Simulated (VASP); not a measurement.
The system is Zn3O.

```
Zn O
1.0
     3.65032    0.00000    0.00000
     0.00000    3.65032    0.00000
     0.00000    0.00000    3.65032
Zn O
3 1
Direct
  0.00000 0.50000 0.50000
  0.50000 0.00000 0.50000
  0.50000 0.50000 0.00000
  0.00000 0.00000 0.00000
```

| Quantity | Value |
| --- | --- |
| Program | VASP 6.6.1 |
| Task | relaxation of cell and atoms |
| Functional | PBE |
| Potentials or basis | VASP PAW PBE potentials, release 64 (Zn, O) |
| Cutoff | 600 eV |
| k mesh | 6 × 6 × 6 |
| Occupations | gaussian, width 0.1 eV |
| Spin | no spin polarisation |

At the start: pressure 11.5 GPa; volume 12.16 Å³/atom.

Q: Where does the relaxation end?

A: Over 3 steps the energy falls by 42.8 meV/atom and the volume is 13.47 Å³/atom (+10.8 %); space group Pm-3m (No. 221, to 0.1 Å) before and after.

Step by step:
```tsv
step	energy change (eV)	largest force (eV/Å)	pressure (GPa)	volume (Å³)
1	0.0000	0.0000	11.51	48.64
2	-0.1651	0.0000	-1.73	55.05
3	-0.1713	0.0000	0.03	53.88
```

Final structure:
```
CELL_PARAMETERS angstrom
3.77706 0.00000 0.00000
0.00000 3.77706 0.00000
0.00000 0.00000 3.77706
ATOMIC_POSITIONS crystal
Zn 0.00000 0.50000 0.50000
Zn 0.50000 0.00000 0.50000
Zn 0.50000 0.50000 0.00000
O 0.00000 0.00000 0.00000
```
